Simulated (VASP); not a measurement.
Rb2SnF6, 9 atoms in the cell. Symmetry: Fm-3m, No. 225, cubic system. Conventional cell: a = 8.706 Å, b = 8.706 Å, c = 8.706 Å, α = 90.00°, β = 90.00°, γ = 90.00°. Rb (site symmetry -43m) has 12 F at 3.08 Å and 4 Sn at 3.77 Å within 4.1 Å. Within 2.6 Å of Sn (site symmetry m-3m) lie 6 F at 1.98 Å. F (site symmetry 4mm) has 1 Sn at 1.98 Å within 2.6 Å. 

```yaml
Program: VASP 6.6.1
Task: relaxation of cell and atoms
Functional: LDA
Potentials_or_basis: VASP PAW LDA potentials, release 64 (Rb_sv, Sn_d, F)
Cutoff: 600 eV
k_mesh: 3 × 3 × 3
Occupations: fermi-dirac, width 0.1 eV
Spin: no spin polarisation
Target_pressure: -2 GPa
Dipole_correction: no
Further_INCAR_settings: ALGO = Normal; EDIFF = 1e-07; IBRION = 2; EDIFFG = -0.01; NSW = 80; ISIF = 3
```

Potentials or basis: VASP PAW LDA potentials, release 64 (Rb_sv, Sn_d, F).

The run is started by

```console
$ cat potpaw_LDA.64/Rb_sv/POTCAR potpaw_LDA.64/Sn_d/POTCAR potpaw_LDA.64/F/POTCAR > POTCAR
$ mpirun -np 1 vasp_std > vasp.out
```

Hardware: 1 thread of AMD EPYC 7R13, on a shared host.

Q: How long does it take, and how much memory?

A: It took 4.3 min on 1 thread of AMD EPYC 7R13 (shared host), peak memory 0.26 GiB. Counts: scf iterations 36, k points 4, ion steps 4.
